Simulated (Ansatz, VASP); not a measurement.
## HfB: VASP beside Ansatz

```xyz
2
Lattice="0.0000 2.3177 2.3177 2.3177 0.0000 2.3177 2.3177 2.3177 0.0000" Properties=species:S:1:pos:R:3 pbc="T T T"
Hf    2.3177    2.3177    2.3177
B     0.0000    0.0000    0.0000
```

Change from the starting cell: volume scaled by 1.01, crystal datasets.

Alike in both runs: task electric field gradients; functional LDA; k mesh 15 × 15 × 15; occupations fermi-dirac, width 0.05 eV; no spin polarisation.

|  | VASP | Ansatz |
| --- | --- | --- |
| version | VASP 6.6.1 | Ansatz 0.2.0 |
| potentials or method | VASP PAW LDA potentials, release 64 (Hf_pv, B), cutoff 520 eV | all-electron PAW with datasets made for the crystal, scalar-relativistic |

|  | VASP | Ansatz | Ansatz less VASP |
| --- | --- | --- | --- |
| pressure (GPa) | 17.4 | 15.8 | -1.65 |

LDA's correlation is that of Perdew and Zunger in VASP and of Perdew and Wang (1992) in Ansatz. Ansatz ran all-electron here, and VASP with PAW potentials.

Neither program's run includes spin-orbit coupling.
